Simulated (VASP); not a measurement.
# AgCl (Chlorargyrite) in VASP: a series of runs

AgCl (Chlorargyrite) is run at these levels: PBEsol; tasks: single point.

Everything below comes from runs of VASP 6.6.1. Logs are shortened: lines on timing, memory, paths and dates and some standing lists are left out, and cuts for length are marked.

### 1 The cell of the first run

It takes space group I4/mmm (No. 139, tetragonal). Conventional cell: a = 3.852 Å, b = 3.852 Å, c = 5.420 Å, α = 90.00°, β = 90.00°, γ = 90.00°. Ag (site symmetry 4/mmm) has 6 Cl at 2.71 to 2.72 Å within 3.6 Å. Within 3.6 Å of Cl (site symmetry 4/mmm) lie 6 Ag at 2.71 to 2.72 Å.

### 2 Single point, PBEsol (z stretched by -0.5 %, x and y held)

INCAR reads:

```
SYSTEM = AgCl
  PREC = Accurate
  ENCUT = 500
  EDIFF = 1E-6
  ISMEAR = 0
  SIGMA = 0.01
  LREAL = .FALSE.
  LASPH = .TRUE.
  NELM = 120
  ALGO = Normal
  ISIF = 2
  LWAVE = .FALSE.
  LCHARG = .TRUE.
  GGA = PS
  LELF = .TRUE.
  LVHAR = .TRUE.
  NBANDS = 16
  GGA_COMPAT = .FALSE.
```

KPOINTS reads:

```
regular mesh
0
G
  8 8 8
  0 0 0
```

POSCAR reads:

```
AgCl
1.0
    0.0000000000      2.7237571629      2.7101383771
    2.7237571629      0.0000000000      2.7101383771
    2.7237571629      2.7237571629      0.0000000000
Ag Cl
1 1
Direct
    0.0000000000      0.0000000000      0.0000000000
    0.5000000000      0.5000000000      0.5000000000
```

Potentials or basis: VASP PAW PBE potentials, release 64 (Ag, Cl).

The run is started by

```sh
$ cat potpaw_PBE.64/Ag/POTCAR potpaw_PBE.64/Cl/POTCAR > POTCAR
$ mpirun -np 1 vasp_std > vasp.out
```

OUTCAR:

```text
SYSTEM = AgCl
   PREC = Accurate
   ENCUT = 500
   EDIFF = 1E-6
   ISMEAR = 0
   LREAL = .FALSE.
   LASPH = .TRUE.
   NELM = 120
   ISIF = 2
   GGA = PS

 ion  position               nearest neighbor table
   1  0.000  0.000  0.000-   2 2.71   2 2.71   2 2.72   2 2.72   2 2.72   2 2.72
   2  0.500  0.500  0.500-   1 2.71   1 2.71   1 2.72   1 2.72   1 2.72   1 2.72

  LATTYP: Found a body centered tetragonal cell.
 ALAT       =     3.8519743204
 C/A-ratio  =     1.4071424946

  Lattice vectors:

 A1 = (   0.0000000000,  -2.7237571629,  -2.7101383771)
 A2 = (   0.0000000000,   2.7237571629,  -2.7101383771)
 A3 = (   2.7237571629,   0.0000000000,   2.7101383771)

Analysis of symmetry for initial positions (statically):
=====================================================================
 Subroutine PRICEL returns:
 Original cell was already a primitive cell.

 Routine SETGRP: Setting up the symmetry group for a
 body centered tetragonal supercell.

 Subroutine GETGRP returns: Found 16 space group operations
 (whereof 16 operations were pure point group operations)
 out of a pool of 16 trial point group operations.

The static configuration has the point symmetry D_4h.

Analysis of symmetry for dynamics (positions and initial velocities):
=====================================================================
 Subroutine PRICEL returns:
 Original cell was already a primitive cell.

 Routine SETGRP: Setting up the symmetry group for a
 body centered tetragonal supercell.

 Subroutine GETGRP returns: Found 16 space group operations
 (whereof 16 operations were pure point group operations)
 out of a pool of 16 trial point group operations.

The dynamic configuration has the point symmetry D_4h.

 Subroutine INISYM returns: Found 16 space group operations
 (whereof 16 operations are pure point group operations),
 and found     1 'primitive' translations

----------------------------------------------------------------------------------------

                                     Primitive cell

  volume of cell :      40.2122

  direct lattice vectors                    reciprocal lattice vectors
     0.000000000  2.723757163  2.710138377    -0.183569962  0.183569962  0.184492425
     2.723757163  0.000000000  2.710138377     0.183569962 -0.183569962  0.184492425
     2.723757163  2.723757163  0.000000000     0.183569962  0.183569962 -0.184492425

  length of vectors
     3.842356452  3.842356452  3.851974320     0.318485976  0.318485976  0.318485976

  position of ions in fractional coordinates (direct lattice)
     0.000000000  0.000000000  0.000000000
     0.500000000  0.500000000  0.500000000

  ion indices of the primitive-cell ions
   primitive index   ion index
                 1           1
                 2           2

----------------------------------------------------------------------------------------

 KPOINTS: regular mesh

Automatic generation of k-mesh.
 Grid dimensions read from file:
 generate k-points for:    8    8    8

 Generating k-lattice:

  Cartesian coordinates                     Fractional coordinates (reciprocal lattice)
    -0.022946245  0.022946245  0.023061553     0.125000000 -0.000000000  0.000000000
     0.022946245 -0.022946245  0.023061553    -0.000000000  0.125000000  0.000000000
     0.022946245  0.022946245 -0.023061553     0.000000000  0.000000000  0.125000000

  Length of vectors
     0.039810747  0.039810747  0.039810747

  Shift w.r.t. Gamma in fractional coordinates (k-lattice)
     0.000000000  0.000000000  0.000000000

 Subroutine IBZKPT returns following result:
 ===========================================

 Found     59 irreducible k-points:

 Following reciprocal coordinates:
            Coordinates               Weight
  0.000000  0.000000  0.000000      1.000000
  0.125000  0.000000  0.000000      8.000000
  0.250000  0.000000  0.000000      8.000000
  0.375000  0.000000  0.000000      8.000000
  0.500000  0.000000  0.000000      4.000000
  0.125000  0.125000  0.000000      2.000000
[... 16 lines left out ...]
[... 42 lines left out ...]
  free energy    TOTEN  =        -6.06076320 eV

  energy without entropy =       -6.06076320  energy(sigma->0) =       -6.06076320

 E-fermi :   4.5639     XC(G=0): -10.5263

 val. band max:        4.5022283571   @ k =   0.5000   0.0000   0.0000
 cond. band min:       5.2075247314   @ k =   0.0000   0.0000   0.0000
 fundamental gap:      0.7052963743
 Fermi energy:         4.5638517595

 k-point     1 :       0.0000    0.0000    0.0000
  band No.  band energies     occupation
      1     -11.0701      2.00000
      2       1.7477      2.00000
      3       1.7477      2.00000
      4       1.7623      2.00000
      5       1.7949      2.00000
      6       1.7970      2.00000
[... 8 lines left out ...]
     15      17.9539      0.00000
     16      17.9539      0.00000

 k-point     2 :       0.1250    0.0000    0.0000
  band No.  band energies     occupation
      1     -10.9980      2.00000
      2       0.9711      2.00000
      3       1.0428      2.00000
      4       1.0534      2.00000
      5       1.8131      2.00000
      6       1.8199      2.00000
[... 8 lines left out ...]
     15      16.5590      0.00000
     16      17.1224      0.00000

 k-point     3 :       0.2500    0.0000    0.0000
  band No.  band energies     occupation
      1     -10.8152      2.00000
      2      -0.1652      2.00000
      3       0.4143      2.00000
      4       0.4289      2.00000
      5       1.9639      2.00000
      6       1.9671      2.00000
[... 8 lines left out ...]
     15      16.7036      0.00000
     16      17.0720      0.00000

 k-point     4 :       0.3750    0.0000    0.0000
  band No.  band energies     occupation
      1     -10.6184      2.00000
      2      -1.0265      2.00000
      3       0.0157      2.00000
      4       0.0321      2.00000
      5       2.1212      2.00000
      6       2.1221      2.00000
[... 8 lines left out ...]
     15      17.5482      0.00000
     16      17.5672      0.00000
[... 324 lines left out ...]
 k-point    22 :       0.1250    0.0000    0.1250
  band No.  band energies     occupation
      1     -10.9773      2.00000
      2       0.4610      2.00000
      3       1.3494      2.00000
      4       1.3675      2.00000
      5       1.6889      2.00000
      6       1.8271      2.00000
[... 8 lines left out ...]
     15      18.2657      0.00000
     16      18.5375      0.00000

 k-point    23 :       0.2500    0.0000    0.1250
  band No.  band energies     occupation
      1     -10.8388      2.00000
      2      -0.1700      2.00000
      3       0.7418      2.00000
      4       0.8301      2.00000
      5       1.7715      2.00000
      6       1.9850      2.00000
[... 8 lines left out ...]
     15      17.9772      0.00000
     16      18.5342      0.00000

 k-point    24 :       0.3750    0.0000    0.1250
  band No.  band energies     occupation
      1     -10.6534      2.00000
      2      -0.7652      2.00000
      3       0.1174      2.00000
      4       0.2957      2.00000
      5       1.9453      2.00000
      6       2.1486      2.00000
[... 8 lines left out ...]
     15      18.2750      0.00000
     16      18.4530      0.00000

 [... further k-points ...]
[... 5 lines left out ...]
  --------------------------------------------------------------------------------------
  -------------------------------------------------------------------------------------
  Total        0.0360039      0.0360039      0.0768245      0.0000000      0.0000000     -0.0000000
  in kB        1.4345043      1.4345043      3.0609205      0.0000000      0.0000000     -0.0000000
  external PRESSURE =       1.9766430 kB  Pullay stress =       0.0000000 kB

 VOLUME and BASIS-vectors are now :
 -----------------------------------------------------------------------------
  energy-cutoff  :      500.00
  volume of cell :       40.21
      direct lattice vectors                 reciprocal lattice vectors
     0.000000000  2.723757163  2.710138377    -0.183569962  0.183569962  0.184492425
     2.723757163  0.000000000  2.710138377     0.183569962 -0.183569962  0.184492425
     2.723757163  2.723757163  0.000000000     0.183569962  0.183569962 -0.184492425

 POSITION                                       TOTAL-FORCE (eV/Angst)
 -----------------------------------------------------------------------------------
      0.00000      0.00000      0.00000         0.000000      0.000000      0.000000
      2.72376      2.72376      2.71014        -0.000000      0.000000      0.000000
 -----------------------------------------------------------------------------------
    total drift:                                0.000000      0.000000      0.000000

  FREE ENERGIE OF THE ION-ELECTRON SYSTEM (eV)
  ---------------------------------------------------
  free  energy   TOTEN  =        -6.0607632039 eV

  energy  without entropy=       -6.0607632039  energy(sigma->0) =       -6.06076320
```

Wall time 21 s (1 thread of AMD EPYC 9R45 (Zen 5), shared host); peak memory 0.15 GiB.

Results:

```
Free energy            : -6.0608 eV
Pressure               : 0.2 GPa
Band gap on the k mesh : 0.71 eV, indirect (least direct gap 3.24 eV)
```

Stress tensor (GPa, compression positive):
```
0.14 0.00 0.00
0.00 0.14 0.00
0.00 0.00 0.31
```

Levels at points of the mesh, in eV from the valence-band top:
```
           k point  band 7  band 8  band 9  band 10  band 11  band 12
(0.00, 0.00, 0.00)   -2.61   -2.59   -2.59     0.71    10.70    10.70
(0.50, 0.00, 0.00)   -1.97   -0.03    0.00     3.85     6.75     7.37
(0.50, 0.50, 0.00)   -2.17   -2.17   -2.05     2.11     7.73     8.67
(0.50, 0.00, 0.50)   -2.18   -2.17   -2.05     2.12     7.77     8.62
```

Caveat: the cell differs from its parent crystal (z stretched by -0.5 %, x and y held); the PAW data sets were made with another functional, which shifts forces and pressure a little.

### 3 Single point, PBEsol (z stretched by +0.5 %, x and y held)

INCAR reads:

```
PREC = Accurate
ENCUT = 500
EDIFF = 1E-6
ISMEAR = 0
SIGMA = 0.01
LREAL = False
LASPH = True
NELM = 120
ALGO = Normal
ISIF = 2
LWAVE = False
LCHARG = False
GGA = PS
NBANDS = 16
GGA_COMPAT = False
```

KPOINTS reads:

```
regular mesh
0
Gamma
  8 8 8
```

POSCAR reads:

```
AgCl
1.0
    0.0000000000      2.7237571629      2.7373759487
    2.7237571629      0.0000000000      2.7373759487
    2.7237571629      2.7237571629      0.0000000000
Ag Cl
1 1
Direct
    0.0000000000      0.0000000000      0.0000000000
    0.5000000000      0.5000000000      0.5000000000
```

Potentials or basis: VASP PAW PBE potentials, release 64 (Ag, Cl).

The run is started by

```sh
$ cat potpaw_PBE.64/Ag/POTCAR potpaw_PBE.64/Cl/POTCAR > POTCAR
$ mpirun -np 1 vasp_std > vasp.out
```

It took 20 s on 1 thread of AMD EPYC 9R45 (Zen 5), shared host; peak memory 0.15 GiB.

Results (log left out):

| Property | Result |
| --- | --- |
| Free energy | -6.0607 eV |
| Pressure | -0.4 GPa |
| Band gap on the k mesh | 0.71 eV, indirect (least direct gap 3.21 eV) |

Stress tensor (GPa, compression positive):
```
-0.32  0.00  0.00
 0.00 -0.32  0.00
 0.00  0.00 -0.47
```

Levels at points of the mesh, in eV from the valence-band top:
| k point | band 7 | band 8 | band 9 | band 10 | band 11 | band 12 |
| --- | --- | --- | --- | --- | --- | --- |
| (0.00, 0.00, 0.00) | -2.56 | -2.56 | -2.54 | 0.71 | 10.70 | 10.71 |
| (0.50, 0.00, 0.00) | -1.94 | -0.03 | 0.00 | 3.88 | 6.70 | 7.39 |
| (0.50, 0.50, 0.00) | -2.14 | -2.14 | -2.03 | 2.14 | 7.79 | 8.57 |
| (0.50, 0.00, 0.50) | -2.14 | -2.14 | -2.02 | 2.13 | 7.76 | 8.62 |

Caveat: the cell differs from its parent crystal (z stretched by +0.5 %, x and y held); the PAW data sets were made with another functional, which shifts forces and pressure a little. A k mesh can miss the band edges.

### 4 Single point, PBEsol (equal xy, yz and zx engineering shears of -0.5 %)

INCAR reads:

```
PREC     = Accurate       # precision mode
ENCUT    = 500            # plane-wave cutoff, eV
EDIFF    = 1E-6           # SCF threshold, eV
ISMEAR   = 0              # smearing method
SIGMA    = 0.01           # smearing width, eV
LREAL    = F              # projectors in reciprocal space
LASPH    = T              # aspherical terms in the spheres
NELM     = 120            # most SCF steps
ALGO     = Normal         # electronic algorithm
ISIF     = 2              # what is computed and relaxed
LWAVE    = F              # write WAVECAR
LCHARG   = F              # write CHGCAR
GGA      = PS             # functional
NBANDS   = 16             # bands
GGA_COMPAT= F
```

KPOINTS is that of step 3.

POSCAR reads:

```
AgCl
1.0
   -0.0136187858      2.7169477700      2.7169477700
    2.7169477700     -0.0136187858      2.7169477700
    2.7169477700      2.7169477700     -0.0136187858
Ag Cl
1 1
Direct
    0.0000000000      0.0000000000      0.0000000000
    0.5000000000      0.5000000000      0.5000000000
```

The run is started by

```sh
$ cat potpaw_PBE.64/Ag/POTCAR potpaw_PBE.64/Cl/POTCAR > POTCAR
$ mpirun -np 1 vasp_std > vasp.out
```

It took 21 s on 1 thread of AMD EPYC 9R45 (Zen 5), shared host; peak memory 0.15 GiB.

Results (log left out):

- Free energy: -6.0609 eV
- Pressure: -0.1 GPa
- Band gap on the k mesh: 0.72 eV, indirect (least direct gap 3.22 eV)

Levels at points of the mesh, in eV from the valence-band top:
| k point | band 6 | band 7 | band 8 | band 9 | band 10 | band 11 | band 12 | band 13 |
| --- | --- | --- | --- | --- | --- | --- | --- | --- |
| (0.00, 0.00, 0.00) | -2.67 | -2.58 | -2.58 | -2.54 | 0.72 | 10.69 | 10.69 | 10.78 |
| (0.50, 0.00, 0.00) | -2.28 | -1.95 | -0.01 | 0.00 | 3.88 | 6.72 | 7.40 | 7.47 |
| (0.50, 0.50, 0.00) | -2.45 | -2.15 | -2.15 | -2.03 | 2.14 | 7.77 | 8.63 | 11.60 |
| (0.50, 0.50, 0.50) | -2.28 | -1.93 | 0.00 | 0.00 | 3.85 | 6.77 | 7.37 | 7.37 |

Caveat: the cell differs from its parent crystal (equal xy, yz and zx engineering shears of -0.5 %); the PAW data sets were made with another functional, which shifts forces and pressure a little. A k mesh can miss the band edges.

### 5 Single point, PBEsol (equal xy, yz and zx engineering shears of +0.5 %)

INCAR reads:

```
SYSTEM = AgCl
ALGO = Normal
EDIFF = 1E-6
ENCUT = 500
GGA = PS
GGA_COMPAT = .FALSE.
ISIF = 2
ISMEAR = 0
LASPH = .TRUE.
LCHARG = .TRUE.
LELF = .TRUE.
LREAL = .FALSE.
LVHAR = .TRUE.
LWAVE = .FALSE.
NBANDS = 16
NELM = 120
PREC = Accurate
SIGMA = 0.01
```

KPOINTS reads:

```
k-points
0
G
  8 8 8
  0 0 0
```

POSCAR reads:

```
AgCl
1.0
    0.0136187858      2.7305665558      2.7305665558
    2.7305665558      0.0136187858      2.7305665558
    2.7305665558      2.7305665558      0.0136187858
Ag Cl
1 1
Direct
    0.0000000000      0.0000000000      0.0000000000
    0.5000000000      0.5000000000      0.5000000000
```

The run is started by

```sh
$ cat potpaw_PBE.64/Ag/POTCAR potpaw_PBE.64/Cl/POTCAR > POTCAR
$ mpirun -np 1 vasp_std > vasp.out
```

It took 21 s on 1 thread of AMD EPYC 9R45 (Zen 5), shared host; peak memory 0.15 GiB.

It converged, with:

| Item | Value |
| --- | --- |
| Free energy | -6.0609 eV |
| Pressure | -0.1 GPa |
| Band gap on the k mesh | 0.71 eV, indirect (least direct gap 3.22 eV) |

Levels at points of the mesh, in eV from the valence-band top:
```tsv
k point	band 5	band 6	band 7	band 8	band 9	band 10	band 11	band 12	band 13	band 14
(0.00, 0.00, 0.00)	-2.67	-2.67	-2.59	-2.56	-2.56	0.71	10.66	10.75	10.75	11.99
(0.50, 0.00, 0.00)	-2.29	-2.28	-1.94	-0.01	0.00	3.86	6.74	7.37	7.43	13.50
(0.50, 0.50, 0.00)	-3.11	-2.45	-2.15	-2.15	-2.03	2.13	7.77	8.63	11.60	11.65
(0.50, 0.50, 0.50)	-2.29	-2.29	-1.96	-0.01	-0.01	3.90	6.70	7.47	7.47	13.56
```

Caveat: the cell differs from its parent crystal (equal xy, yz and zx engineering shears of +0.5 %); the PAW data sets were made with another functional, which shifts forces and pressure a little. A k mesh can miss the band edges.

### 6 Single point, PBEsol (atom 1 moved by [0.01, 0.01, 0.01] A)

INCAR reads:

```
SYSTEM = AgCl
ALGO = Normal
EDIFF = 1E-6
ENCUT = 500
GGA = PS
GGA_COMPAT = .False.
ISIF = 2
ISMEAR = 0
LASPH = .True.
LCHARG = .False.
LREAL = .False.
LWAVE = .False.
NBANDS = 16
NELM = 120
PREC = Accurate
SIGMA = 0.01
```

KPOINTS reads:

```
k-points
0
Gamma
  8 8 8
  0 0 0
```

POSCAR reads:

```
AgCl
1.0
    0.0000000000      2.7237571629      2.7237571629
    2.7237571629      0.0000000000      2.7237571629
    2.7237571629      2.7237571629      0.0000000000
Ag Cl
1 1
Direct
    0.0018356996      0.0018356996      0.0018356996
    0.5000000000      0.5000000000      0.5000000000
```

Potentials or basis: VASP PAW PBE potentials, release 64 (Ag, Cl).

The run is started by

```sh
$ cat potpaw_PBE.64/Ag/POTCAR potpaw_PBE.64/Cl/POTCAR > POTCAR
$ mpirun -np 1 vasp_std > vasp.out
```

It took 21 s on 1 thread of AMD EPYC 9R45 (Zen 5), shared host; peak memory 0.15 GiB.

It converged, with:

- Free energy: -6.0608 eV
- Pressure: -0.1 GPa
- Largest force: 0.023 eV/Å
- Band gap on the k mesh: 0.72 eV, indirect (least direct gap 3.22 eV)

Forces in eV/Å, atoms in the order of the input:
```
Ag  -0.013 -0.013 -0.013
Cl   0.013  0.013  0.013
```

Levels at points of the mesh, in eV from the valence-band top:
```csv
k point,band 6,band 7,band 8,band 9,band 10,band 11,band 12,band 13
"(0.00, 0.00, 0.00)",-2.68,-2.55,-2.54,-2.54,0.72,10.72,10.72,10.72
"(0.50, 0.00, 0.00)",-2.28,-1.94,0.00,0.00,3.88,6.74,7.42,7.42
"(0.50, 0.50, 0.50)",-2.28,-1.94,0.00,0.00,3.88,6.74,7.42,7.42
"(0.50, 0.50, 0.00)",-2.45,-2.14,-2.14,-2.02,2.14,7.78,8.64,11.63
```

Caveat: the cell differs from its parent crystal (atom 1 moved by [0.01, 0.01, 0.01] A); the PAW data sets were made with another functional, which shifts forces and pressure a little.

### 7 Overview

| cell | gap on the mesh (eV) | pressure (GPa) |
| --- | --- | --- |
| a = 3.842, b = 3.842, c = 3.852 Å, angles 59.9, 59.9, 60.2°, 2 atoms | 0.71 | 0.2 |
| a = 3.862, b = 3.862, c = 3.852 Å, angles 60.1, 60.1, 59.8°, 2 atoms | 0.71 | -0.4 |
| a = 3.842 Å, angles 60.3°, 2 atoms | 0.72 | -0.1 |
| a = 3.862 Å, angles 59.7°, 2 atoms | 0.71 | -0.1 |
| a = 3.852 Å, angles 60.0°, 2 atoms | 0.72 | -0.1 |

Alike in all rows: task single point; level PBEsol; potentials or basis VASP PAW PBE potentials, release 64 (Ag, Cl); no spin polarisation; k mesh 8 × 8 × 8; cutoff (eV) 500; smearing gaussian 0.01 eV.

Caveats: the PAW data sets were made with another functional, which shifts forces and pressure a little.

Total energies depend on the potentials used, so only differences within one code and one set of settings carry meaning.
